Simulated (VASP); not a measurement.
# AlN (kscan) (F-43m) in VASP: phonons with r2SCAN

Aim: the phonons of AlN (kscan) with r2SCAN.

All numbers are computed with VASP 6.6.1; they aren't measurements. Logs are shortened: lines on timing, memory, paths and dates and some standing lists are left out, and cuts for length are marked.

## Step 1: The cell of the first run

It takes space group F-43m (No. 216, cubic). Conventional cell: a = 4.370 Å, b = 4.370 Å, c = 4.370 Å, α = 90.00°, β = 90.00°, γ = 90.00°. Al (site symmetry -43m) has 4 N at 1.89 Å within 2.5 Å. Within 2.5 Å of N (site symmetry -43m) lie 4 Al at 1.89 Å.

## Step 2: Phonons, r2SCAN

INCAR

```
PREC = Accurate
ENCUT = 520
EDIFF = 1E-8
ISMEAR = 0
SIGMA = 0.01
LREAL = False
LASPH = True
NELM = 60
ALGO = Normal
ISIF = 2
LWAVE = False
LCHARG = False
METAGGA = R2SCAN
LMIXTAU = True
IBRION = 6
NFREE = 2
POTIM = 0.015
NSW = 1
```

KPOINTS

```
Automatic mesh
0
Gamma
  10 10 10
```

POSCAR

```
AlN
1.0
    0.0000000000      2.1847547434      2.1847547434
    2.1847547434      0.0000000000      2.1847547434
    2.1847547434      2.1847547434      0.0000000000
Al N
1 1
Direct
    0.0000000000      0.0000000000      0.0000000000
    0.2500000000      0.2500000000      0.2500000000
```

Potentials or basis: VASP PAW PBE potentials, release 64 (Al, N).

Command:

```
> cat potpaw_PBE.64/Al/POTCAR potpaw_PBE.64/N/POTCAR > POTCAR
> mpirun -np 1 vasp_std > vasp.out
```

OUTCAR:

```text
PREC = Accurate
   ENCUT = 520
   EDIFF = 1E-8
   ISMEAR = 0
   LREAL = False
   LASPH = True
   NELM = 60
   ISIF = 2
   METAGGA = R2SCAN
   IBRION = 6
   NFREE = 2
   POTIM = 0.015
   NSW = 1

 ion  position               nearest neighbor table
   1  0.000  0.000  0.000-   2 1.89   2 1.89   2 1.89   2 1.89
   2  0.250  0.250  0.250-   1 1.89   1 1.89   1 1.89   1 1.89

  LATTYP: Found a face centered cubic cell.
 ALAT       =     4.3695094868

  Lattice vectors:

 A1 = (   0.0000000000,   2.1847547434,   2.1847547434)
 A2 = (   2.1847547434,   0.0000000000,   2.1847547434)
 A3 = (   2.1847547434,   2.1847547434,   0.0000000000)

Analysis of symmetry for initial positions (statically):
=====================================================================
 Subroutine PRICEL returns:
 Original cell was already a primitive cell.

 Routine SETGRP: Setting up the symmetry group for a
 face centered cubic supercell.

 Subroutine GETGRP returns: Found 24 space group operations
 (whereof 24 operations were pure point group operations)
 out of a pool of 48 trial point group operations.

The static configuration has the point symmetry T_d .

Analysis of symmetry for dynamics (positions and initial velocities):
=====================================================================
 Subroutine PRICEL returns:
 Original cell was already a primitive cell.

 Routine SETGRP: Setting up the symmetry group for a
 face centered cubic supercell.

 Subroutine GETGRP returns: Found 24 space group operations
 (whereof 24 operations were pure point group operations)
 out of a pool of 48 trial point group operations.

The dynamic configuration has the point symmetry T_d .

 Subroutine INISYM returns: Found 24 space group operations
 (whereof 24 operations are pure point group operations),
 and found     1 'primitive' translations

----------------------------------------------------------------------------------------

                                     Primitive cell

  volume of cell :      20.8563

  direct lattice vectors                    reciprocal lattice vectors
     0.000000000  2.184754743  2.184754743    -0.228858640  0.228858640  0.228858640
     2.184754743  0.000000000  2.184754743     0.228858640 -0.228858640  0.228858640
     2.184754743  2.184754743  0.000000000     0.228858640  0.228858640 -0.228858640

  length of vectors
     3.089709789  3.089709789  3.089709789     0.396394793  0.396394793  0.396394793

  position of ions in fractional coordinates (direct lattice)
     0.000000000  0.000000000  0.000000000
     0.250000000  0.250000000  0.250000000

  ion indices of the primitive-cell ions
   primitive index   ion index
                 1           1
                 2           2

----------------------------------------------------------------------------------------

 KPOINTS: Automatic mesh

Automatic generation of k-mesh.
 Grid dimensions read from file:
 generate k-points for:   10   10   10

 Generating k-lattice:

  Cartesian coordinates                     Fractional coordinates (reciprocal lattice)
    -0.022885864  0.022885864  0.022885864     0.100000000  0.000000000  0.000000000
[... 57 lines left out ...]
   ENCUT  =  520.0 eV  38.22 Ry    6.18 a.u.   5.74  5.74  5.74*2*pi/ulx,y,z
   NELM   =     60;   NELMIN=  2; NELMDL= -5     # of ELM steps
   EDIFF  = 0.1E-07   stopping-criterion for ELM
   LREAL  =      F    real-space projection
   EDIFFG = 0.1E-06   stopping-criterion for IOM
   NSW    =     61    number of steps for IOM
   IBRION =      6    ionic relax: 0-MD 1-quasi-New 2-CG
   NFREE  =      2    steps in history (QN), initial steepest desc. (CG)
   ISIF   =      2    stress and relaxation
   ISYM   =      2    0-nonsym 1-usesym 2-fastsym
   POTIM  = 0.0150    time-step for ionic-motion
   TEBEG  =    0.0;   TEEND  =   0.0 temperature during run
   PSTRESS=    0.0 pullay stress
   NELECT =       8.0000    total number of electrons
   NUPDOWN=      -1.0000    fix difference up-down
   EMIN   =  10.00;   EMAX   =-10.00  energy-range for DOS
   EFERMI =   0.00;   METHOD = LEGACY
   ISMEAR =     0;   SIGMA  =   0.01  broadening in eV -4-tet -1-fermi 0-gaus
   EFERMI_NEDOS =   21; number of points for ismear=-14 and -15
   IALGO  =     38    algorithm
   IMIX   =      4    mixing-type and parameters
     AMIX     =   0.40;   BMIX     =  1.00
     AMIX_MAG =   1.60;   BMIX_MAG =  1.00
  volume/ion in A,a.u.               =      10.43        70.37
  Fermi-wavevector in a.u.,A,eV,Ry     =   1.189485  2.247800 19.250522  1.414873
  Thomas-Fermi vector in A             =   2.325591
   LORBIT       =      0    0 simple, 1 ext, 2 COOP (PROOUT), +10 PAW based schemes
   METAGGA = R2SCAN    functional components
   LHFCALC =     F    Hartree Fock is set to
   AEXX    =    0.0000 exact exchange contribution
   IVDW    =     0    specifies the selected vdW correction
   LEPSILON=     F    determine dielectric tensor
   LRPA    =     F    only Hartree local field effects (RPA)
 finite differences with symmetry
 non-spin polarized calculation
 Gauss-broadening in eV      SIGMA  =   0.01
  energy-cutoff  :      520.00
  volume of cell :       20.86
 maximum number of plane-waves:       588
   NGX = 11   NGY = 11   NGZ = 11

--------------------------------------- Ionic step        1  -------------------------------------------

 number of electron       8.0000000 magnetization

 Free energy of the ion-electron system (eV)
  ---------------------------------------------------
  ext. energy  EPLUGINS =         0.00000000
  ---------------------------------------------------
  free energy    TOTEN  =       -19.17973179 eV

  energy without entropy =      -19.17973179  energy(sigma->0) =      -19.17973179

------------------------ aborting loop because EDIFF is reached ----------------------------------------

  FORCE on cell =-STRESS in cart. coord.  units (eV):
  Direction    XX          YY          ZZ          XY          YZ          ZX
  --------------------------------------------------------------------------------------
  -------------------------------------------------------------------------------------
  Total       -0.0454992     -0.0454992     -0.0454992      0.0000000      0.0000000      0.0000000
  in kB       -3.4952371     -3.4952371     -3.4952371      0.0000000      0.0000000      0.0000000
  external PRESSURE =      -3.4952371 kB  Pullay stress =       0.0000000 kB
[... 131 lines left out ...]
--------------------------------------- Ionic step        5  -------------------------------------------

 number of electron       8.0000000 magnetization

 Free energy of the ion-electron system (eV)
  ---------------------------------------------------
  ext. energy  EPLUGINS =         0.00000000
  ---------------------------------------------------
  free energy    TOTEN  =       -19.17804497 eV

  energy without entropy =      -19.17804497  energy(sigma->0) =      -19.17804497

 E-fermi :   5.8219     XC(G=0): -11.4136

 val. band max:        5.7241811384   @ k =   0.0000   0.0000   0.0000
 cond. band min:       9.6171251777   @ k =   0.5000   0.5000   0.0000
 fundamental gap:      3.8929440393
 Fermi energy:         5.8218705170

 k-point     1 :       0.0000    0.0000    0.0000
  band No.  band energies     occupation
      1     -10.0524      2.00000
      2       5.6419      2.00000
      3       5.6834      2.00000
      4       5.7242      2.00000
      5      10.5655      0.00000
      6      19.1886      0.00000
      7      19.1942      0.00000
      8      19.1990      0.00000
[... 243 lines left out ...]
 k-point    24 :       0.4000    0.3000    0.0000
  band No.  band energies     occupation
      1      -8.0669      2.00000
      2       1.4857      2.00000
      3       3.9767      2.00000
      4       4.2579      2.00000
      5      11.2502      0.00000
      6      16.0986      0.00000
      7      18.9663      0.00000
      8      21.3681      0.00000

 [... further k-points ...]

------------------------ aborting loop because EDIFF is reached ----------------------------------------

  FORCE on cell =-STRESS in cart. coord.  units (eV):
  Direction    XX          YY          ZZ          XY          YZ          ZX
  --------------------------------------------------------------------------------------
  -------------------------------------------------------------------------------------
  Total       -0.0456965     -0.0399453     -0.0399453      0.0000000      0.1322615      0.0000000
  in kB       -3.5103906     -3.0685848     -3.0685848      0.0000000     10.1602854      0.0000000
  external PRESSURE =      -3.2158534 kB  Pullay stress =       0.0000000 kB
[... 17 lines left out ...]
  FREE ENERGIE OF THE ION-ELECTRON SYSTEM (eV)
  ---------------------------------------------------
  free  energy   TOTEN  =       -19.1780449687 eV

  energy  without entropy=      -19.1780449687  energy(sigma->0) =      -19.17804497

 INTERNAL STRAIN TENSORS FROM DISPLACED ATOMS
 ============================================

 INTERNAL STRAIN TENSOR FOR ION    1 for displacements in x,y,z  (eV/Angst):
          X           Y           Z          XY          YZ          ZX
  --------------------------------------------------------------------------------
  x    -0.00000    -0.00000    -0.00000     0.00000     8.69830     0.00000
  y     0.00000    -0.00000     0.00000     0.00000     0.00000     8.69830
  z     0.00000     0.00000    -0.00000     8.69830     0.00000     0.00000

 INTERNAL STRAIN TENSOR FOR ION    2 for displacements in x,y,z  (eV/Angst):
          X           Y           Z          XY          YZ          ZX
  --------------------------------------------------------------------------------
  x     0.00000     0.00000     0.00000     0.00000    -8.81596     0.00000
  y     0.00000    -0.00000     0.00000     0.00000     0.00000    -8.81596
  z     0.00000     0.00000     0.00000    -8.81596     0.00000     0.00000

 Eigenvectors and eigenvalues of the dynamical matrix
 ----------------------------------------------------

   1 f  =   19.986774 THz   125.580606 2PiTHz  666.687024 cm-1    82.658619 meV
             X         Y         Z           dx          dy          dz
      0.000000  0.000000  0.000000     0.000000    0.000000   -0.581316
      1.092377  1.092377  1.092377     0.000000    0.000000    0.813678
[... 21 lines left out ...]
   6 f/i=    0.078269 THz     0.491781 2PiTHz    2.610783 cm-1     0.323696 meV
             X         Y         Z           dx          dy          dz
      0.000000  0.000000  0.000000    -0.487310   -0.432585    0.487310
      1.092377  1.092377  1.092377    -0.348149   -0.309052    0.348149

 ELASTIC MODULI CONTR FROM IONIC RELAXATION (kBar)
 Direction    XX          YY          ZZ          XY          YZ          ZX
 --------------------------------------------------------------------------------
 XX          -0.0000     -0.0000     -0.0000      0.0000      0.0000     -0.0000
 YY          -0.0000     -0.0000     -0.0000      0.0000      0.0000     -0.0000
 ZZ          -0.0000     -0.0000     -0.0000      0.0000      0.0000     -0.0000
 XY           0.0000      0.0000      0.0000   -392.0501      0.0000      0.0000
 YZ           0.0000      0.0000      0.0000      0.0000   -392.0501      0.0000
 ZX          -0.0000     -0.0000     -0.0000      0.0000      0.0000   -392.0501
 --------------------------------------------------------------------------------
```

Run time: 10 min. Hardware: 1 thread of AMD EPYC 7R43 (Zen 3), shared host; peak memory 0.15 GiB.

Results:

- Highest phonon frequency at Γ, LO-TO splitting left out: 667 cm⁻¹

Phonon frequencies in cm⁻¹ (negative: imaginary):
```
              q point           frequencies
(0.000, 0.000, 0.000)  -3 -3 -3 667 667 667
```

Caveat: the PAW data sets were made with another functional, which shifts forces and pressure a little.
